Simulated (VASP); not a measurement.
Here is a VASP 6.6.1 calculation.

Contents of INCAR:

```
SYSTEM = ZnCd2Te2
  ALGO = Normal
  DIPOL = 0.5 0.5 0.369
  EDIFF = 1E-7
  ENCUT = 520
  GGA = PE
  IDIPOL = 3
  ISIF = 2
  ISMEAR = 0
  LASPH = .True.
  LCHARG = .False.
  LDIPOL = .True.
  LREAL = .False.
  LWAVE = .False.
  NBANDS = 32
  NELM = 80
  PREC = Accurate
  SIGMA = 0.05
```

KPOINTS

```
k-points
0
Gamma
  6 6 1
  0 0 0
```

POSCAR

```
ZnCd2Te2
1.0
    4.6794578583      0.0000000000      0.0000000000
   -2.3397289292      4.0525293813      0.0000000000
    0.0000000000      0.0000000000     20.0807280860
Te Cd Zn
2 2 1
Direct
    0.0000000000      0.0000000000      0.1991959646
    0.3333333333      0.6666666667      0.4037116126
    0.3333333333      0.6666666667      0.2467634796
    0.6666666667      0.3333333333      0.4273116019
    0.6666666667      1.2222222222      0.5704880034
```

Potentials or basis: VASP PAW PBE potentials, release 64 (Te, Cd, Zn).

The run is started by

```sh
$ cat potpaw_PBE.64/Te/POTCAR potpaw_PBE.64/Cd/POTCAR potpaw_PBE.64/Zn/POTCAR > POTCAR
$ mpirun -np 1 vasp_std > vasp.out
```

(1) Predict the largest force.

(2) Predict the band gap on the k mesh.

## Answers

(1) 0.433 eV/Å.

(2) zero (filled and empty bands touch).

Caveat: spin-orbit coupling is left out, which moves the levels of the heavy elements.
